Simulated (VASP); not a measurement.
# Ti3Al5 (P4/mmm) in VASP: further runs

The runs below take Ti3Al5 through relaxation of shape and atoms at fixed volume, single point, with PBEsol.

Everything below comes from runs of VASP 6.6.1. Logs are shortened: lines on timing, memory, paths and dates and some standing lists are left out, and cuts for length are marked.

### 1 The cell of the first run

The structure is tetragonal, space group P4/mmm (No. 123). The conventional cell has a = 4.008 Å, b = 4.008 Å, c = 8.567 Å, α = 90.00°, β = 90.00°, γ = 90.00°. Within 3.7 Å of Ti (site symmetry 4/mmm) lie 4 Ti at 2.83 Å and 8 Al at 2.91 Å. Ti (site symmetry 4/mmm) has 12 Al at 2.83 to 2.96 Å within 3.7 Å. Ti (site symmetry 4/mmm) has 4 Ti at 2.83 Å and 8 Al at 2.91 Å within 3.7 Å. Al (site symmetry 2mm) has 6 Al at 2.83 to 2.96 Å and 6 Ti at 2.91 to 2.96 Å within 3.7 Å. Within 3.7 Å of Al (site symmetry 4/mmm) lie 4 Ti at 2.83 Å and 8 Al at 2.96 Å.

### 2 Relaxation of shape and atoms at fixed volume, PBEsol (17.20 Å³/atom)

The input, INCAR:

```
SYSTEM = Ti3Al5
  ALGO = Fast
  EDIFF = 1E-7
  EDIFFG = -0.01
  ENCUT = 600
  GGA = PS
  IBRION = 2
  ISIF = 4
  ISMEAR = 0
  LASPH = .True.
  LCHARG = .False.
  LREAL = .False.
  LWAVE = .False.
  NELM = 60
  NSW = 50
  PREC = Accurate
  SIGMA = 0.1
```

The input, KPOINTS:

```
k-points
0
Gamma
  10 10 4
  0 0 0
```

The input, POSCAR:

```
Ti3Al5
1.0
    4.0081448859      0.0000000000      0.0000000000
    0.0000000000      4.0081448859      0.0000000000
    0.0000000000      0.0000000000      8.5668610596
Ti Al
3 5
Direct
    0.0000000000      0.0000000000      0.5000000000
    0.5000000000      0.5000000000      0.0000000000
    0.5000000000      0.5000000000      0.5000000000
    0.0000000000      0.5000000000      0.2536677645
    0.0000000000      0.5000000000      0.7463322355
    0.5000000000      0.0000000000      0.2536677645
    0.5000000000      0.0000000000      0.7463322355
    0.0000000000      0.0000000000      0.0000000000
```

Potentials or basis: VASP PAW PBE potentials, release 64 (Ti_sv, Al).

Command:

```console
$ cat potpaw_PBE.64/Ti_sv/POTCAR potpaw_PBE.64/Al/POTCAR > POTCAR
$ mpirun -np 1 vasp_std > vasp.out
```

OUTCAR:

```text
SYSTEM = Ti3Al5
   EDIFF = 1E-7
   EDIFFG = -0.01
   ENCUT = 600
   GGA = PS
   IBRION = 2
   ISIF = 4
   ISMEAR = 0
   LASPH = .True.
   LREAL = .False.
   NELM = 60
   NSW = 50
   PREC = Accurate

 ion  position               nearest neighbor table
   1  0.000  0.000  0.500-   3 2.83   3 2.83   3 2.83   3 2.83   7 2.91   4 2.91   4 2.91   5 2.91
                             5 2.91   6 2.91   7 2.91   6 2.91
   2  0.500  0.500  0.000-   8 2.83   8 2.83   8 2.83   8 2.83   4 2.96   6 2.96   7 2.96   5 2.96
                             4 2.96   5 2.96   6 2.96   7 2.96
   3  0.500  0.500  0.500-   1 2.83   1 2.83   1 2.83   1 2.83   7 2.91   4 2.91   6 2.91   7 2.91
                             5 2.91   4 2.91   5 2.91   6 2.91
   4  0.000  0.500  0.254-   6 2.83   6 2.83   6 2.83   6 2.83   3 2.91   3 2.91   1 2.91   1 2.91
                             2 2.96   2 2.96   8 2.96   8 2.96
   5  0.000  0.500  0.746-   7 2.83   7 2.83   7 2.83   7 2.83   3 2.91   3 2.91   1 2.91   1 2.91
                             2 2.96   2 2.96   8 2.96   8 2.96
   6  0.500  0.000  0.254-   4 2.83   4 2.83   4 2.83   4 2.83   3 2.91   1 2.91   1 2.91   3 2.91
                             2 2.96   2 2.96   8 2.96   8 2.96
   7  0.500  0.000  0.746-   5 2.83   5 2.83   5 2.83   5 2.83   3 2.91   1 2.91   1 2.91   3 2.91
                             2 2.96   2 2.96   8 2.96   8 2.96
   8  0.000  0.000  0.000-   2 2.83   2 2.83   2 2.83   2 2.83   7 2.96   4 2.96   4 2.96   5 2.96
                             5 2.96   6 2.96   7 2.96   6 2.96

  LATTYP: Found a simple tetragonal cell.
 ALAT       =     4.0081448859
 C/A-ratio  =     2.1373631202

  Lattice vectors:

 A1 = (   4.0081448859,   0.0000000000,   0.0000000000)
 A2 = (   0.0000000000,   4.0081448859,   0.0000000000)
 A3 = (   0.0000000000,   0.0000000000,   8.5668610596)

Analysis of symmetry for initial positions (statically):
=====================================================================
 Subroutine PRICEL returns:
 Original cell was already a primitive cell.

 Routine SETGRP: Setting up the symmetry group for a
 simple tetragonal supercell.

 Subroutine GETGRP returns: Found 16 space group operations
 (whereof 16 operations were pure point group operations)
 out of a pool of 16 trial point group operations.

The static configuration has the point symmetry D_4h.

Analysis of symmetry for dynamics (positions and initial velocities):
=====================================================================
 Subroutine PRICEL returns:
 Original cell was already a primitive cell.

 Routine SETGRP: Setting up the symmetry group for a
 simple tetragonal supercell.

 Subroutine GETGRP returns: Found 16 space group operations
 (whereof 16 operations were pure point group operations)
 out of a pool of 16 trial point group operations.

The dynamic configuration has the point symmetry D_4h.

 Subroutine INISYM returns: Found 16 space group operations
 (whereof 16 operations are pure point group operations),
 and found     1 'primitive' translations

----------------------------------------------------------------------------------------

                                     Primitive cell

  volume of cell :     137.6286

  direct lattice vectors                    reciprocal lattice vectors
     4.008144886  0.000000000  0.000000000     0.249491979  0.000000000  0.000000000
     0.000000000  4.008144886  0.000000000     0.000000000  0.249491979  0.000000000
     0.000000000  0.000000000  8.566861060     0.000000000  0.000000000  0.116728869

  length of vectors
     4.008144886  4.008144886  8.566861060     0.249491979  0.249491979  0.116728869

  position of ions in fractional coordinates (direct lattice)
     0.000000000  0.000000000  0.500000000
     0.500000000  0.500000000  0.000000000
     0.500000000  0.500000000  0.500000000
     0.000000000  0.500000000  0.253667765
     0.000000000  0.500000000  0.746332235
     0.500000000  0.000000000  0.253667765
     0.500000000  0.000000000  0.746332235
     0.000000000  0.000000000  0.000000000

  ion indices of the primitive-cell ions
   primitive index   ion index
                 1           1
                 2           2
                 3           3
                 4           4
                 5           5
                 6           6
                 7           7
                 8           8

----------------------------------------------------------------------------------------

 KPOINTS: k-points

Automatic generation of k-mesh.
 Grid dimensions read from file:
 generate k-points for:   10   10    4

 Generating k-lattice:

  Cartesian coordinates                     Fractional coordinates (reciprocal lattice)
     0.024949198  0.000000000  0.000000000     0.100000000  0.000000000  0.000000000
     0.000000000  0.024949198  0.000000000     0.000000000  0.100000000  0.000000000
     0.000000000  0.000000000  0.029182217     0.000000000  0.000000000  0.250000000

  Length of vectors
     0.024949198  0.024949198  0.029182217

  Shift w.r.t. Gamma in fractional coordinates (k-lattice)
     0.000000000  0.000000000  0.000000000

 Subroutine IBZKPT returns following result:
 ===========================================

 Found     63 irreducible k-points:

 Following reciprocal coordinates:
            Coordinates               Weight
  0.000000  0.000000  0.000000      1.000000
  0.100000  0.000000  0.000000      4.000000
  0.200000  0.000000  0.000000      4.000000
  0.300000  0.000000  0.000000      4.000000
  0.400000  0.000000  0.000000      4.000000
  0.500000  0.000000  0.000000      2.000000
[... 16 lines left out ...]
  0.100000  0.000000  0.250000      8.000000
  0.200000  0.000000  0.250000      8.000000
 [... further k-points ...]
   k-points           NKPTS =     63   k-points in BZ     NKDIM =     63   number of bands    NBANDS=     30
   number of dos      NEDOS =    301   number of ions     NIONS =      8
   total plane-waves  NPLWV =  71680
   dimension x,y,z NGX =    32 NGY =   32 NGZ =   70
   dimension x,y,z NGXF=    64 NGYF=   64 NGZF=  140
   ions per type =               3   5
   NGX,Y,Z   is equivalent  to a cutoff of  13.27, 13.27, 13.58 a.u.
   NGXF,Y,Z  is equivalent  to a cutoff of  26.55, 26.55, 27.17 a.u.
 SYSTEM =  Ti3Al5
   PREC   = accura    normal or accurate (medium, high low for compatibility)
   ISTART =      0    job   : 0-new  1-cont  2-samecut
   ICHARG =      2    charge: 1-file 2-atom 10-const
   ISPIN  =      1    spin polarized calculation?
   LNONCOLLINEAR =      F non collinear calculations
   LSORBIT =      F    spin-orbit coupling
   LASPH  =      T    aspherical Exc in radial PAW
   ENCUT  =  600.0 eV  44.10 Ry    6.64 a.u.   8.01  8.01 17.11*2*pi/ulx,y,z
   NELM   =     60;   NELMIN=  2; NELMDL= -5     # of ELM steps
   EDIFF  = 0.1E-06   stopping-criterion for ELM
   LREAL  =      F    real-space projection
   EDIFFG = -.1E-01   stopping-criterion for IOM
   NSW    =     50    number of steps for IOM
   IBRION =      2    ionic relax: 0-MD 1-quasi-New 2-CG
   NFREE  =      1    steps in history (QN), initial steepest desc. (CG)
   ISIF   =      4    stress and relaxation
   ISYM   =      2    0-nonsym 1-usesym 2-fastsym
   POTIM  = 0.5000    time-step for ionic-motion
   TEBEG  =    0.0;   TEEND  =   0.0 temperature during run
   PSTRESS=    0.0 pullay stress
   NELECT =      51.0000    total number of electrons
   NUPDOWN=      -1.0000    fix difference up-down
   EMIN   =  10.00;   EMAX   =-10.00  energy-range for DOS
   EFERMI =   0.00;   METHOD = LEGACY
   ISMEAR =     0;   SIGMA  =   0.10  broadening in eV -4-tet -1-fermi 0-gaus
   EFERMI_NEDOS =   21; number of points for ismear=-14 and -15
   IALGO  =     68    algorithm
   IMIX   =      4    mixing-type and parameters
     AMIX     =   0.40;   BMIX     =  1.00
     AMIX_MAG =   1.60;   BMIX_MAG =  1.00
  volume/ion in A,a.u.               =      17.20       116.10
  Fermi-wavevector in a.u.,A,eV,Ry     =   1.175877  2.222086 18.812607  1.382688
  Thomas-Fermi vector in A             =   2.312251
   LORBIT       =      0    0 simple, 1 ext, 2 COOP (PROOUT), +10 PAW based schemes
   GGA     = PS    functional components
   LHFCALC =     F    Hartree Fock is set to
   AEXX    =    0.0000 exact exchange contribution
   IVDW    =     0    specifies the selected vdW correction
   LEPSILON=     F    determine dielectric tensor
   LRPA    =     F    only Hartree local field effects (RPA)
 conjugate gradient relaxation of ions
 non-spin polarized calculation
 RMM-DIIS sequential band-by-band and
 Gauss-broadening in eV      SIGMA  =   0.10
  energy-cutoff  :      600.00
  volume of cell :      137.63
 maximum number of plane-waves:      4648
   NGX = 17   NGY = 17   NGZ = 35

--------------------------------------- Ionic step        1  -------------------------------------------

 number of electron      50.9999989 magnetization

 Free energy of the ion-electron system (eV)
  ---------------------------------------------------
  ext. energy  EPLUGINS =         0.00000000
  ---------------------------------------------------
  free energy    TOTEN  =       -48.33990693 eV

  energy without entropy =      -48.31082074  energy(sigma->0) =      -48.32536384

------------------------ aborting loop EDIFF was not reached (unconverged)  ----------------------------

  FORCE on cell =-STRESS in cart. coord.  units (eV):
  Direction    XX          YY          ZZ          XY          YZ          ZX
  --------------------------------------------------------------------------------------
  -------------------------------------------------------------------------------------
  Total       -7.7772885     -7.7772885     -7.7413110      0.0000000      0.0000000      0.0000000
  in kB      -90.5378636    -90.5378636    -90.1190388      0.0000000      0.0000000      0.0000000
  external PRESSURE =     -90.3982553 kB  Pullay stress =       0.0000000 kB
[... 113 lines left out ...]
--------------------------------------- Ionic step        4  -------------------------------------------

 number of electron      50.9999989 magnetization

 Free energy of the ion-electron system (eV)
  ---------------------------------------------------
  ext. energy  EPLUGINS =         0.00000000
  ---------------------------------------------------
  free energy    TOTEN  =       -48.34063604 eV

  energy without entropy =      -48.31184579  energy(sigma->0) =      -48.32624091

 E-fermi :   7.5823     XC(G=0): -10.6899

 val. band max:        7.5694088964   @ k =   0.0000   0.0000   0.2500
 cond. band min:       7.5854831865   @ k =   0.1000   0.1000   0.0000
 fundamental gap:      0.0160742901
 Fermi energy:         7.5823132671

 k-point     1 :       0.0000    0.0000    0.0000
  band No.  band energies     occupation
      1     -49.1358      2.00000
      2     -48.9446      2.00000
      3     -48.6461      2.00000
      4     -25.5086      2.00000
      5     -25.5086      2.00000
      6     -25.5026      2.00000
[... 781 lines left out ...]
     29       8.5262      0.00000
     30       9.2686      0.00000

 [... further k-points ...]

------------------------ aborting loop because EDIFF is reached ----------------------------------------

  FORCE on cell =-STRESS in cart. coord.  units (eV):
  Direction    XX          YY          ZZ          XY          YZ          ZX
  --------------------------------------------------------------------------------------
  -------------------------------------------------------------------------------------
  Total       -7.7127933     -7.7127933     -7.7685342      0.0000000      0.0000000      0.0000000
  in kB      -89.7870546    -89.7870546    -90.4359526      0.0000000      0.0000000      0.0000000
  external PRESSURE =     -90.0033539 kB  Pullay stress =       0.0000000 kB
[... 23 lines left out ...]
  FREE ENERGIE OF THE ION-ELECTRON SYSTEM (eV)
  ---------------------------------------------------
  free  energy   TOTEN  =       -48.3406360410 eV

  energy  without entropy=      -48.3118457855  energy(sigma->0) =      -48.32624091

 reached required accuracy - stopping structural energy minimisation
```

Wall time 18 min (1 thread of Intel Xeon 6975P-C (Granite Rapids), shared host); peak memory 0.46 GiB.

Results:

* Free energy: -48.3406 eV
* Energy gained by relaxing: 0.1 meV/atom
* Ionic steps: 4
* Pressure after relaxing: -9.0 GPa
* Band gap on the k mesh: zero (an odd number of electrons rules out a gap without spin polarisation)

Forces on the atoms (eV/Å):
```
Ti   0.000  0.000  0.000
Ti   0.000  0.000  0.000
Ti   0.000  0.000  0.000
Al   0.000  0.000 -0.003
Al   0.000  0.000  0.003
Al   0.000  0.000 -0.003
Al   0.000  0.000  0.003
Al   0.000  0.000  0.000
```

The path:
```tsv
step	energy change (eV)	largest force (eV/Å)	pressure (GPa)	volume (Å³)
1	0.0000	0.0453	-9.04	137.63
2	-0.0004	0.0328	-9.03	137.63
3	-0.0006	0.0208	-9.02	137.63
4	-0.0007	0.0029	-9.00	137.63
```

Final structure:
```xyz
8
Lattice="4.0070 0.0000 0.0000 0.0000 4.0070 0.0000 0.0000 0.0000 8.5717" Properties=species:S:1:pos:R:3 pbc="T T T"
Ti    4.0070    0.0000    4.2858
Ti    2.0035    2.0035    0.0000
Ti    2.0035    2.0035    4.2858
Al    4.0070    2.0035    2.1828
Al    0.0000    2.0035    6.3888
Al    2.0035    4.0070    2.1828
Al    2.0035    4.0070    6.3888
Al    4.0070    0.0000    0.0000
```

Caveat: the PAW data sets were made with another functional, which shifts forces and pressure a little.

[end of part 1 of 3]
